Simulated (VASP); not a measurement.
# CdS (P6_3mc) in VASP: further runs, part 2 of 3

VASP 6.6.1. Earlier steps stand in the parts before.

### Step 4. Electric field gradients, PBEsol (equal xx and yy strain of +3 %)

The input, INCAR:

```
SYSTEM = CdS
PREC = Accurate
ENCUT = 520
EDIFF = 1E-8
ISMEAR = -1
SIGMA = 0.01
LREAL = .FALSE.
LASPH = .TRUE.
NELM = 60
ALGO = Normal
ISIF = 2
LWAVE = .FALSE.
LCHARG = .FALSE.
GGA = PS
LEFG = .TRUE.
NBANDS = 26
```

The input, KPOINTS:

```
Automatic mesh
0
G
  7 7 4
  0 0 0
```

The input, POSCAR:

```
CdS
1.0
    4.2588431795      0.0000000000      0.0000000000
   -2.1294215898      3.6882663842      0.0000000000
    0.0000000000      0.0000000000      6.7490000000
Cd S
2 2
Direct
    0.3333333333      0.6666666667      0.0000000000
    0.6666666667      0.3333333333      0.5000000000
    0.3333333333      0.6666666667      0.3850000000
    0.6666666667      0.3333333333      0.8850000000
```

Potentials or basis: VASP PAW PBE potentials, release 64 (Cd, S).

Started as:

```bash
$ cat potpaw_PBE.64/Cd/POTCAR potpaw_PBE.64/S/POTCAR > POTCAR
$ mpirun -np 1 vasp_std > vasp.out
```

OUTCAR:

```text
SYSTEM = CdS
   PREC = Accurate
   ENCUT = 520
   EDIFF = 1E-8
   ISMEAR = -1
   LREAL = .FALSE.
   LASPH = .TRUE.
   NELM = 60
   ISIF = 2
   GGA = PS

 ion  position               nearest neighbor table
   1  0.333  0.667  0.000-   4 2.58   4 2.58   4 2.58   3 2.60
   2  0.667  0.333  0.500-   3 2.58   3 2.58   3 2.58   4 2.60
   3  0.333  0.667  0.385-   2 2.58   2 2.58   2 2.58   1 2.60
   4  0.667  0.333  0.885-   1 2.58   1 2.58   1 2.58   2 2.60

  LATTYP: Found a hexagonal cell.
 ALAT       =     4.2588431795
 C/A-ratio  =     1.5847026330

  Lattice vectors:

 A1 = (   4.2588431795,   0.0000000000,   0.0000000000)
 A2 = (  -2.1294215898,   3.6882663842,   0.0000000000)
 A3 = (   0.0000000000,   0.0000000000,   6.7490000000)

Analysis of symmetry for initial positions (statically):
=====================================================================
 Subroutine PRICEL returns:
 Original cell was already a primitive cell.

 Routine SETGRP: Setting up the symmetry group for a
 hexagonal supercell.

 Subroutine GETGRP returns: Found 12 space group operations
 (whereof  6 operations were pure point group operations)
 out of a pool of 24 trial point group operations.

The static configuration has the point symmetry C_3v.
 The point group associated with its full space group is C_6v.

Analysis of symmetry for dynamics (positions and initial velocities):
=====================================================================
 Subroutine PRICEL returns:
 Original cell was already a primitive cell.

 Routine SETGRP: Setting up the symmetry group for a
 hexagonal supercell.

 Subroutine GETGRP returns: Found 12 space group operations
 (whereof  6 operations were pure point group operations)
 out of a pool of 24 trial point group operations.

The dynamic configuration has the point symmetry C_3v.
 The point group associated with its full space group is C_6v.

 Subroutine INISYM returns: Found 12 space group operations
 (whereof  6 operations are pure point group operations),
 and found     1 'primitive' translations

----------------------------------------------------------------------------------------

                                     Primitive cell

  volume of cell :     106.0116

  direct lattice vectors                    reciprocal lattice vectors
     4.258843180  0.000000000  0.000000000     0.234805546  0.135565045  0.000000000
    -2.129421590  3.688266384  0.000000000     0.000000000  0.271130091  0.000000000
     0.000000000  0.000000000  6.749000000     0.000000000  0.000000000  0.148170099

  length of vectors
     4.258843180  4.258843180  6.749000000     0.271130091  0.271130091  0.148170099

  position of ions in fractional coordinates (direct lattice)
     0.333333333  0.666666667  0.000000000
     0.666666667  0.333333333  0.500000000
     0.333333333  0.666666667  0.385000000
     0.666666667  0.333333333  0.885000000

  ion indices of the primitive-cell ions
   primitive index   ion index
                 1           1
                 2           2
[... 86 lines left out ...]
   EMIN   =  10.00;   EMAX   =-10.00  energy-range for DOS
   EFERMI =   0.00;   METHOD = LEGACY
   ISMEAR =    -1;   SIGMA  =   0.01  broadening in eV -4-tet -1-fermi 0-gaus
   EFERMI_NEDOS =   21; number of points for ismear=-14 and -15
   IALGO  =     38    algorithm
   IMIX   =      4    mixing-type and parameters
     AMIX     =   0.40;   BMIX     =  1.00
     AMIX_MAG =   1.60;   BMIX_MAG =  1.00
  volume/ion in A,a.u.               =      26.50       178.85
  Fermi-wavevector in a.u.,A,eV,Ry     =   1.142154  2.158358 17.749005  1.304515
  Thomas-Fermi vector in A             =   2.278852
   LORBIT       =      0    0 simple, 1 ext, 2 COOP (PROOUT), +10 PAW based schemes
   GGA     = PS    functional components
   LHFCALC =     F    Hartree Fock is set to
   AEXX    =    0.0000 exact exchange contribution
   IVDW    =     0    specifies the selected vdW correction
   LEPSILON=     F    determine dielectric tensor
   LRPA    =     F    only Hartree local field effects (RPA)
 non-spin polarized calculation
  energy-cutoff  :      520.00
  volume of cell :      106.01
 maximum number of plane-waves:      2872
 NGX is ok and might be reduce to    32
   NGX = 15   NGY = 15   NGZ = 25

 number of electron      35.9999994 magnetization

 Free energy of the ion-electron system (eV)
  ---------------------------------------------------
  ext. energy  EPLUGINS =         0.00000000
  ---------------------------------------------------
  free energy    TOTEN  =       -13.55197666 eV

  energy without entropy =      -13.55197666  energy(sigma->0) =      -13.55197666

 E-fermi :   0.9149     XC(G=0):  -9.0607

 val. band max:        0.6819766144   @ k =   0.0000   0.0000   0.0000
 cond. band min:       1.6137653383   @ k =   0.0000   0.0000   0.0000
 fundamental gap:      0.9317887239
 Fermi energy:         0.9148585570

 k-point     1 :       0.0000    0.0000    0.0000
  band No.  band energies     occupation
      1     -11.3303      2.00000
      2     -10.9336      2.00000
      3      -6.8231      2.00000
      4      -6.8231      2.00000
      5      -6.7961      2.00000
      6      -6.7566      2.00000
[... 685 lines left out ...]
     25       9.1182      0.00000
     26       9.1182      0.00000

------------------------ aborting loop because EDIFF is reached ----------------------------------------

  FORCE on cell =-STRESS in cart. coord.  units (eV):
  Direction    XX          YY          ZZ          XY          YZ          ZX
  --------------------------------------------------------------------------------------
  -------------------------------------------------------------------------------------
  Total       -2.4225737     -2.4225737     -1.8825402      0.0000000      0.0000000      0.0000000
  in kB      -36.6129077    -36.6129077    -28.4512583      0.0000000      0.0000000      0.0000000
  external PRESSURE =     -33.8923579 kB  Pullay stress =       0.0000000 kB

 VOLUME and BASIS-vectors are now :
 -----------------------------------------------------------------------------
  energy-cutoff  :      520.00
  volume of cell :      106.01
      direct lattice vectors                 reciprocal lattice vectors
     4.258843180  0.000000000  0.000000000     0.234805546  0.135565045  0.000000000
    -2.129421590  3.688266384  0.000000000     0.000000000  0.271130091  0.000000000
     0.000000000  0.000000000  6.749000000     0.000000000  0.000000000  0.148170099

 POSITION                                       TOTAL-FORCE (eV/Angst)
 -----------------------------------------------------------------------------------
     -0.00000      2.45884      0.00000         0.000000     -0.000000      0.074264
      2.12942      1.22942      3.37450         0.000000      0.000000      0.074264
     -0.00000      2.45884      2.59836         0.000000     -0.000000     -0.074264
      2.12942      1.22942      5.97286        -0.000000      0.000000     -0.074264
 -----------------------------------------------------------------------------------
    total drift:                               -0.000000      0.000000     -0.000011

  FREE ENERGIE OF THE ION-ELECTRON SYSTEM (eV)
  ---------------------------------------------------
  free  energy   TOTEN  =       -13.5519766608 eV

  energy  without entropy=      -13.5519766608  energy(sigma->0) =      -13.55197666

 Electric field gradients (V/A^2)
---------------------------------------------------------------------
 ion       V_xx      V_yy      V_zz      V_xy      V_xz      V_yz
---------------------------------------------------------------------
   1      -5.692    -5.690    11.382     0.002     0.000    -0.000
   2      -5.692    -5.690    11.382     0.002    -0.000     0.000
   3       5.016     5.016   -10.033     0.000    -0.000     0.000
   4       5.016     5.016   -10.033     0.000     0.000    -0.000
---------------------------------------------------------------------

 Electric field gradients after diagonalization (V/A^2)
 (convention: |V_zz| > |V_xx| > |V_yy|)
----------------------------------------------------------------------
 ion       V_xx      V_yy      V_zz     asymmetry (V_yy - V_xx)/ V_zz
----------------------------------------------------------------------
   1      -5.693    -5.689    11.382       0.000
   2      -5.693    -5.689    11.382       0.000
   3       5.016     5.016   -10.033       0.000
   4       5.016     5.016   -10.033       0.000
----------------------------------------------------------------------

           NMR quadrupolar parameters

 Cq : quadrupolar parameter    Cq=e*Q*V_zz/h
 eta: asymmetry parameters     (V_yy - V_xx)/ V_zz
 Q  : nuclear electric quadrupole moment in mb (millibarn)
----------------------------------------------------------------------
 ion       Cq(MHz)       eta       Q (mb)
----------------------------------------------------------------------
   1       0.028       0.000       1.000
   2       0.028       0.000       1.000
   3      -0.024       0.000       1.000
   4      -0.024       0.000       1.000
----------------------------------------------------------------------
```

OSZICAR:

```text
N       E                     dE             d eps       ncg     rms          rms(c)
DAV:   1     0.239790279750E+03    0.23979E+03   -0.17149E+04  1248   0.125E+03
DAV:   2    -0.111799370288E+01   -0.24091E+03   -0.23315E+03  1388   0.315E+02
DAV:   3    -0.144205432011E+02   -0.13303E+02   -0.13213E+02  1424   0.733E+01
[... 11 lines left out ...]
DAV:  15    -0.135519766966E+02    0.67667E-07   -0.21862E-07  1462   0.250E-03    0.341E-03
DAV:  16    -0.135519766174E+02    0.79149E-07   -0.49095E-08  1370   0.153E-03    0.128E-03
DAV:  17    -0.135519766386E+02   -0.21211E-07   -0.20095E-09   722   0.261E-04    0.515E-04
DAV:  18    -0.135519766535E+02   -0.14900E-07   -0.19052E-09   652   0.309E-04    0.195E-04
DAV:  19    -0.135519766608E+02   -0.73264E-08   -0.13496E-09   648   0.204E-04
   1 F= -.13551977E+02 E0= -.13551977E+02  d E =-.194796E-12
```

stdout:

```text
POSCAR found type information on POSCAR CdS
 POSCAR found :  2 types and       4 ions
 scaLAPACK will be used
 -----------------------------------------------------------------------------
|                                                                             |
|                                                                             |
|     You enforced a specific xc type in the INCAR file but a different       |
|     I HOPE YOU KNOW WHAT YOU ARE DOING!                                     |
|                                                                             |
 -----------------------------------------------------------------------------

 LDA part: xc-table for (Slater+PW92), standard interpolation
 POSCAR, INCAR and KPOINTS ok, starting setup
 FFT: planning ... GRIDC
 FFT: planning ... GRID_SOFT
 FFT: planning ... GRID
 WAVECAR not read
 entering main loop
ion   1

ion   2

ion   3

ion   4
```

It took 52 s on 1 thread of Intel Xeon Platinum 8124M at 3.00GHz (Skylake/Cascade Lake), shared host; peak memory 0.24 GiB.

Results:

```
Free energy            : -13.5520 eV
Pressure               : -3.4 GPa
Largest force          : 0.074 eV/Å
Band gap on the k mesh : 0.93 eV, direct
```

Forces on the atoms (eV/Å):
```
Cd   0.000  0.000  0.074
Cd   0.000  0.000  0.074
S    0.000  0.000 -0.074
S    0.000  0.000 -0.074
```

Electric field gradients, principal values (V/Å²):
| atom | least | middle | greatest (by size) |
| --- | --- | --- | --- |
| 1 Cd | -5.689 | -5.693 | 11.382 |
| 2 Cd | -5.689 | -5.693 | 11.382 |
| 3 S | 5.016 | 5.016 | -10.033 |
| 4 S | 5.016 | 5.016 | -10.033 |

Caveat: the cell differs from its parent crystal (equal xx and yy strain of +3 %); without QUAD_EFG the Cq values of the log hold for a quadrupole moment of 1 mb, not for the nuclei; the PAW data sets were made with another functional, which shifts forces and pressure a little.

(Continued in part 3 of 3.)
